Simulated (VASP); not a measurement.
# Cu2BiS2 (I4/mmm) in VASP: a series of runs

Runs on Cu2BiS2. Level: PBE. Tasks: single point, relaxation of cell and atoms.

Program: VASP 6.6.1. These are calculated values, not measurements. Logs are shortened: lines on timing, memory, paths and dates and some standing lists are left out, and cuts for length are marked.

### 1 The cell of the first run

Symmetry: I4/mmm, No. 139, tetragonal system. Conventional cell: a = 3.685 Å, b = 3.685 Å, c = 13.361 Å, α = 90.00°, β = 90.00°, γ = 90.00°. Within 4.2 Å of Bi (site symmetry 4/mmm) lie 8 S at 3.17 Å and 4 Bi at 3.68 Å and 8 Cu at 3.81 Å. Cu (site symmetry -4m2) has 4 S at 2.40 Å and 4 Cu at 2.61 Å within 3.2 Å. S (site symmetry 4mm) has 4 Cu at 2.40 Å and 4 Bi at 3.17 Å within 3.2 Å.

### 2 Single point, PBE

The input, INCAR:

```
SYSTEM = Cu2BiS2
ALGO = Normal
EDIFF = 1E-6
ENCUT = 520
GGA = PE
ISIF = 2
ISMEAR = -1
LASPH = .TRUE.
LCHARG = .FALSE.
LREAL = .FALSE.
LWAVE = .FALSE.
NBANDS = 32
NELM = 100
PREC = Accurate
SIGMA = 0.0437
```

The input, KPOINTS:

```
k-points
0
G
  5 5 5
  0 0 0
```

The input, POSCAR:

```
Cu2BiS2
1.0
    0.0000000000      3.6848366855      0.0000000000
    3.6848366855      0.0000000000      0.0000000000
    1.8424183427      1.8424183427     -6.6804577894
Bi Cu S
1 2 2
Direct
    0.0000000000      0.0000000000      0.0000000000
    0.7500000000      0.2500000000      0.5000000000
    0.2500000000      0.7500000000      0.5000000000
    0.3647722352      0.3647722352      0.2704555297
    0.6352277648      0.6352277648      0.7295444703
```

Potentials or basis: VASP PAW PBE potentials, release 64 (Bi_d, Cu, S).

Launch:

```console
$ cat potpaw_PBE.64/Bi_d/POTCAR potpaw_PBE.64/Cu/POTCAR potpaw_PBE.64/S/POTCAR > POTCAR
$ mpirun -np 1 vasp_std > vasp.out
```

OUTCAR:

```text
SYSTEM = Cu2BiS2
   EDIFF = 1E-6
   ENCUT = 520
   GGA = PE
   ISIF = 2
   ISMEAR = -1
   LASPH = .TRUE.
   LREAL = .FALSE.
   NELM = 100
   PREC = Accurate

 ion  position               nearest neighbor table
   1  0.000  0.000  0.000-   5 3.17   4 3.17   5 3.17   4 3.17   4 3.17   5 3.17   5 3.17   4 3.17

   2  0.750  0.250  0.500-   4 2.40   5 2.40   4 2.40   5 2.40   3 2.61   3 2.61   3 2.61   3 2.61

   3  0.250  0.750  0.500-   4 2.40   5 2.40   4 2.40   5 2.40   2 2.61   2 2.61   2 2.61   2 2.61

   4  0.365  0.365  0.270-   2 2.40   3 2.40   3 2.40   2 2.40   1 3.17   1 3.17   1 3.17   1 3.17

   5  0.635  0.635  0.730-   2 2.40   3 2.40   3 2.40   2 2.40   1 3.17   1 3.17   1 3.17   1 3.17

  LATTYP: Found a body centered tetragonal cell.
 ALAT       =     3.6848366855
 C/A-ratio  =     3.6259179766

  Lattice vectors:

 A1 = (  -1.8424183427,   1.8424183428,   6.6804577894)
 A2 = (   1.8424183428,  -1.8424183427,   6.6804577894)
 A3 = (   1.8424183427,   1.8424183427,  -6.6804577894)

Analysis of symmetry for initial positions (statically):
=====================================================================
 Subroutine PRICEL returns:
 Original cell was already a primitive cell.

 Routine SETGRP: Setting up the symmetry group for a
 body centered tetragonal supercell.

 Subroutine GETGRP returns: Found 16 space group operations
 (whereof 16 operations were pure point group operations)
 out of a pool of 16 trial point group operations.

The static configuration has the point symmetry D_4h.

Analysis of symmetry for dynamics (positions and initial velocities):
=====================================================================
 Subroutine PRICEL returns:
 Original cell was already a primitive cell.

 Routine SETGRP: Setting up the symmetry group for a
 body centered tetragonal supercell.

 Subroutine GETGRP returns: Found 16 space group operations
 (whereof 16 operations were pure point group operations)
 out of a pool of 16 trial point group operations.

The dynamic configuration has the point symmetry D_4h.

 Subroutine INISYM returns: Found 16 space group operations
 (whereof 16 operations are pure point group operations),
 and found     1 'primitive' translations

----------------------------------------------------------------------------------------

                                     Primitive cell

  volume of cell :      90.7074

  direct lattice vectors                    reciprocal lattice vectors
     0.000000000  3.684836686  0.000000000     0.000000000  0.271382448  0.074845170
     3.684836686  0.000000000  0.000000000     0.271382448  0.000000000  0.074845170
     1.842418343  1.842418343 -6.680457789     0.000000000  0.000000000 -0.149690340

  length of vectors
     3.684836686  3.684836686  7.170601577     0.281514178  0.281514178  0.149690340

  position of ions in fractional coordinates (direct lattice)
     0.000000000  0.000000000  0.000000000
     0.750000000  0.250000000  0.500000000
     0.250000000  0.750000000  0.500000000
     0.364772235  0.364772235  0.270455530
     0.635227765  0.635227765  0.729544470

  ion indices of the primitive-cell ions
   primitive index   ion index
                 1           1
                 2           2
                 3           3
                 4           4
                 5           5

----------------------------------------------------------------------------------------

 KPOINTS: k-points

Automatic generation of k-mesh.
 Grid dimensions read from file:
 generate k-points for:    5    5    5

 Generating k-lattice:

  Cartesian coordinates                     Fractional coordinates (reciprocal lattice)
     0.000000000  0.054276490  0.014969034     0.200000000  0.000000000  0.000000000
     0.054276490  0.000000000  0.014969034     0.000000000  0.200000000  0.000000000
     0.000000000  0.000000000 -0.029938068     0.000000000  0.000000000  0.200000000

  Length of vectors
     0.056302836  0.056302836  0.029938068

  Shift w.r.t. Gamma in fractional coordinates (k-lattice)
     0.000000000  0.000000000  0.000000000

 Subroutine IBZKPT returns following result:
 ===========================================

 Found     18 irreducible k-points:

 Following reciprocal coordinates:
            Coordinates               Weight
  0.000000  0.000000  0.000000      1.000000
  0.200000  0.000000  0.000000      8.000000
  0.400000  0.000000  0.000000      8.000000
  0.200000  0.200000  0.000000      8.000000
  0.400000  0.200000  0.000000     16.000000
 -0.400000  0.200000 -0.000000     16.000000
[... 10 lines left out ...]
  0.000000  0.000000  0.400000      2.000000
 -0.200000  0.000000  0.400000      4.000000
   k-points           NKPTS =     18   k-points in BZ     NKDIM =     18   number of bands    NBANDS=     32
   number of dos      NEDOS =    301   number of ions     NIONS =      5
   total plane-waves  NPLWV =  42336
   dimension x,y,z NGX =    28 NGY =   28 NGZ =   54
   dimension x,y,z NGXF=    56 NGYF=   56 NGZF=  108
   ions per type =               1   2   2
   NGX,Y,Z   is equivalent  to a cutoff of  12.63, 12.63, 12.52 a.u.
   NGXF,Y,Z  is equivalent  to a cutoff of  25.27, 25.27, 25.04 a.u.
 SYSTEM =  Cu2BiS2
   PREC   = accura    normal or accurate (medium, high low for compatibility)
   ISTART =      0    job   : 0-new  1-cont  2-samecut
   ICHARG =      2    charge: 1-file 2-atom 10-const
   ISPIN  =      1    spin polarized calculation?
   LNONCOLLINEAR =      F non collinear calculations
   LSORBIT =      F    spin-orbit coupling
   LASPH  =      T    aspherical Exc in radial PAW
   ENCUT  =  520.0 eV  38.22 Ry    6.18 a.u.   6.85  6.85 13.33*2*pi/ulx,y,z
   NELM   =    100;   NELMIN=  2; NELMDL= -5     # of ELM steps
   EDIFF  = 0.1E-05   stopping-criterion for ELM
   LREAL  =      F    real-space projection
   EDIFFG = 0.1E-04   stopping-criterion for IOM
   NSW    =      0    number of steps for IOM
   IBRION =     -1    ionic relax: 0-MD 1-quasi-New 2-CG
   NFREE  =      0    steps in history (QN), initial steepest desc. (CG)
   ISIF   =      2    stress and relaxation
   ISYM   =      2    0-nonsym 1-usesym 2-fastsym
   POTIM  = 0.5000    time-step for ionic-motion
   TEBEG  =    0.0;   TEEND  =   0.0 temperature during run
   PSTRESS=    0.0 pullay stress
   NELECT =      49.0000    total number of electrons
   NUPDOWN=      -1.0000    fix difference up-down
   EMIN   =  10.00;   EMAX   =-10.00  energy-range for DOS
   EFERMI =   0.00;   METHOD = LEGACY
   ISMEAR =    -1;   SIGMA  =   0.04  broadening in eV -4-tet -1-fermi 0-gaus
   EFERMI_NEDOS =   21; number of points for ismear=-14 and -15
   IALGO  =     38    algorithm
   IMIX   =      4    mixing-type and parameters
     AMIX     =   0.40;   BMIX     =  1.00
     AMIX_MAG =   1.60;   BMIX_MAG =  1.00
  volume/ion in A,a.u.               =      18.14       122.42
  Fermi-wavevector in a.u.,A,eV,Ry     =   1.333294  2.519560 24.186711  1.777673
  Thomas-Fermi vector in A             =   2.462163
   LORBIT       =      0    0 simple, 1 ext, 2 COOP (PROOUT), +10 PAW based schemes
   GGA     = PE    functional components
   LHFCALC =     F    Hartree Fock is set to
   AEXX    =    0.0000 exact exchange contribution
   IVDW    =     0    specifies the selected vdW correction
   LEPSILON=     F    determine dielectric tensor
   LRPA    =     F    only Hartree local field effects (RPA)
 non-spin polarized calculation
  energy-cutoff  :      520.00
  volume of cell :       90.71
 maximum number of plane-waves:      2461
   NGX = 13   NGY = 13   NGZ = 27

 number of electron      49.0000011 magnetization

 Free energy of the ion-electron system (eV)
  ---------------------------------------------------
  ext. energy  EPLUGINS =         0.00000000
  ---------------------------------------------------
  free energy    TOTEN  =       -19.73201281 eV

  energy without entropy =      -19.72386697  energy(sigma->0) =      -19.72793989

 E-fermi :   7.4694     XC(G=0): -10.9065

 val. band max:        7.3966140555   @ k =   0.4000   0.4000   0.0000
 cond. band min:       7.4986510766   @ k =   0.0000   0.0000   0.0000
 fundamental gap:      0.1020370211
 Fermi energy:         7.4694194960

 k-point     1 :       0.0000    0.0000    0.0000
  band No.  band energies     occupation
      1     -16.2610      2.00000
      2     -16.2467      2.00000
      3     -16.2068      2.00000
      4     -16.2068      2.00000
      5     -16.1500      2.00000
      6      -7.4632      2.00000
[... 24 lines left out ...]
     31      13.3114      0.00000
     32      13.5189      0.00000

 k-point     2 :       0.2000    0.0000    0.0000
  band No.  band energies     occupation
      1     -16.2573      2.00000
      2     -16.2211      2.00000
      3     -16.2173      2.00000
      4     -16.2058      2.00000
      5     -16.1583      2.00000
      6      -7.1438      2.00000
[... 24 lines left out ...]
     31      12.8036      0.00000
     32      13.7674      0.00000

 k-point     3 :       0.4000    0.0000    0.0000
  band No.  band energies     occupation
      1     -16.2550      2.00000
      2     -16.2341      2.00000
      3     -16.2042      2.00000
      4     -16.1761      2.00000
      5     -16.1718      2.00000
      6      -6.4036      2.00000
[... 24 lines left out ...]
     31      13.1576      0.00000
     32      13.9719      0.00000

 k-point     4 :       0.2000    0.2000    0.0000
  band No.  band energies     occupation
      1     -16.2449      2.00000
      2     -16.2167      2.00000
      3     -16.2151      2.00000
      4     -16.2041      2.00000
      5     -16.1677      2.00000
      6      -6.8112      2.00000
[... 444 lines left out ...]
     31      14.2430      0.00000
     32      14.2614      0.00000

 k-point    17 :       0.0000    0.0000    0.4000
  band No.  band energies     occupation
      1     -16.2609      2.00000
      2     -16.2467      2.00000
      3     -16.2068      2.00000
      4     -16.2068      2.00000
      5     -16.1500      2.00000
      6      -7.1328      2.00000
[... 24 lines left out ...]
     31      12.4785      0.00000
     32      14.2473      0.00000

 k-point    18 :      -0.2000    0.0000    0.4000
  band No.  band energies     occupation
      1     -16.2573      2.00000
      2     -16.2211      2.00000
      3     -16.2173      2.00000
      4     -16.2058      2.00000
      5     -16.1583      2.00000
      6      -6.7618      2.00000
[... 24 lines left out ...]
     31      13.2975      0.00000
     32      13.6795      0.00000

------------------------ aborting loop because EDIFF is reached ----------------------------------------

  FORCE on cell =-STRESS in cart. coord.  units (eV):
  Direction    XX          YY          ZZ          XY          YZ          ZX
  --------------------------------------------------------------------------------------
  -------------------------------------------------------------------------------------
  Total        0.0064598      0.0064598     -0.0404599      0.0000000     -0.0000000     -0.0000000
  in kB        0.1141001      0.1141001     -0.7146483      0.0000000     -0.0000000     -0.0000000
  external PRESSURE =      -0.1621493 kB  Pullay stress =       0.0000000 kB

 VOLUME and BASIS-vectors are now :
 -----------------------------------------------------------------------------
  energy-cutoff  :      520.00
  volume of cell :       90.71
      direct lattice vectors                 reciprocal lattice vectors
     0.000000000  3.684836686  0.000000000     0.000000000  0.271382448  0.074845170
     3.684836686  0.000000000  0.000000000     0.271382448  0.000000000  0.074845170
     1.842418343  1.842418343 -6.680457789     0.000000000  0.000000000 -0.149690340

 POSITION                                       TOTAL-FORCE (eV/Angst)
 -----------------------------------------------------------------------------------
      0.00000      0.00000      0.00000        -0.000000      0.000000      0.000000
      1.84242      3.68484     -3.34023         0.000000     -0.000000      0.000000
      3.68484      1.84242     -3.34023        -0.000000      0.000000      0.000000
      1.84242      1.84242     -1.80677         0.000000      0.000000      0.014457
      3.68484      3.68484     -4.87369        -0.000000     -0.000000     -0.014457
 -----------------------------------------------------------------------------------
    total drift:                                0.000000      0.000000     -0.000000

  FREE ENERGIE OF THE ION-ELECTRON SYSTEM (eV)
  ---------------------------------------------------
  free  energy   TOTEN  =       -19.7320128089 eV

  energy  without entropy=      -19.7238669665  energy(sigma->0) =      -19.72793989
```

Wall time 72 s (1 thread of Intel Xeon Platinum 8488C (Sapphire Rapids), shared host); peak memory 0.21 GiB.

What came out:

* Free energy: -19.7320 eV
* Pressure: 0.0 GPa
* Largest force: 0.014 eV/Å

Forces on the atoms (eV/Å):
```
Bi   0.000  0.000  0.000
Cu   0.000  0.000  0.000
Cu   0.000  0.000  0.000
S    0.000  0.000  0.014
S    0.000  0.000 -0.014
```

Stress tensor (GPa, compression positive):
```
 0.01  0.00  0.00
 0.00  0.01  0.00
 0.00  0.00 -0.07
```

Caveat: spin-orbit coupling is left out, which moves the levels of the heavy elements.

### 3 Relaxation of cell and atoms, PBE

This run uses another cell than the first one, of 20.51 Å³/atom, 1.130 times its volume.

The input, INCAR:

```
SYSTEM = Cu2BiS2
PREC     = Accurate       ! precision mode
ENCUT    = 600            ! plane-wave cutoff, eV
EDIFF    = 1E-6           ! SCF threshold, eV
ISMEAR   = -1             ! smearing method
SIGMA    = 0.0437         ! smearing width, eV
LREAL    = .False.        ! projectors in reciprocal space
LASPH    = .True.         ! aspherical terms in the spheres
NELM     = 60             ! most SCF steps
ALGO     = Normal         ! electronic algorithm
ISIF     = 3              ! what is computed and relaxed
LWAVE    = .False.        ! write WAVECAR
LCHARG   = .False.        ! write CHGCAR
GGA      = PE             ! functional
IBRION   = 2              ! ionic algorithm
NSW      = 60             ! ionic steps
EDIFFG   = -0.01          ! ionic threshold
```

The input, KPOINTS:

```
Automatic mesh
0
Gamma
  5 5 5
  0 0 0
```

The input, POSCAR:

```
Cu2BiS2
1.0
    0.0000000000      3.8684620000      0.0000000000
    3.8684620000      0.0000000000      0.0000000000
    1.9342310000      1.9342310000     -6.8513590000
Bi Cu S
1 2 2
Direct
    0.0000000000      0.0000000000      0.0000000000
    0.7500000000      0.2500000000      0.5000000000
    0.2500000000      0.7500000000      0.5000000000
    0.3600000000      0.3600000000      0.2800000000
    0.6400000000      0.6400000000      0.7200000000
```

Potentials or basis: VASP PAW PBE potentials, release 64 (Bi_d, Cu, S).

Launch:

```console
$ cat potpaw_PBE.64/Bi_d/POTCAR potpaw_PBE.64/Cu/POTCAR potpaw_PBE.64/S/POTCAR > POTCAR
$ mpirun -np 1 vasp_std > vasp.out
```

Wall time 11 min (1 thread of Intel Xeon Platinum 8488C (Sapphire Rapids), shared host); peak memory 0.29 GiB.

The run converged. Its results:

```yaml
Free_energy: -19.7344 eV
Relaxed_volume: 18.15 Å³/atom
Relaxed_cell: a = 3.688 Å, b = 3.688 Å, c = 7.164 Å, α = 75.08°, β = 75.08°, γ = 90.00°
Space_group_after_relaxing_to_0.05_Å: I4/mmm (No. 139)
Energy_gained_by_relaxing: 54.0 meV/atom
Ionic_steps: 14
Pressure_after_relaxing: 0.0 GPa
Largest_force_after_relaxing: 0.008 eV/Å
```

Forces on the atoms (eV/Å):
```
Bi   0.000  0.000  0.000
Cu   0.000  0.000  0.000
Cu   0.000  0.000  0.000
S    0.000  0.000  0.008
S    0.000  0.000 -0.008
```

Step by step:
```csv
step,energy change (eV),largest force (eV/Å),pressure (GPa),volume (Å³)
1,0.0000,0.2274,-6.63,102.53
2,-0.2165,0.6495,2.21,90.44
3,-0.2318,0.4466,-0.06,92.68
4,-0.2511,0.3222,-0.04,92.10
5,-0.2681,0.0604,0.08,90.93
6,-0.2681,0.0461,0.14,90.87
7,-0.2689,0.0112,-0.12,91.14
8,-0.2689,0.0055,-0.31,91.26
9,-0.2694,0.0046,-0.30,91.13
10,-0.2696,0.0047,-0.18,90.80
11,-0.2697,0.0033,-0.11,90.88
12,-0.2696,0.0025,-0.17,91.01
13,-0.2697,0.0053,-0.15,90.93
14,-0.2698,0.0077,0.04,90.77
```

Final structure:
```
Bi Cu S
1.0
     0.00000    3.68825    0.00000
     3.68825    0.00000    0.00000
     1.84413    1.84413   -6.67272
Bi Cu S
1 2 2
Direct
  0.00000 0.00000 0.00000
  0.75000 0.25000 0.50000
  0.25000 0.75000 0.50000
  0.36483 0.36483 0.27033
  0.63517 0.63517 0.72967
```

Levels at points of the mesh, in eV from the Fermi level:
```tsv
k point	band 22	band 23	band 24	band 25	band 26	band 27
(0.00, 0.00, 0.00)	-1.40	-1.16	-1.16	0.02	2.86	2.86
```

Caveat: spin-orbit coupling is left out, which moves the levels of the heavy elements. With open d or f shells a metallic result of PBE can be an artefact of self-interaction; +U or a hybrid may open a gap.
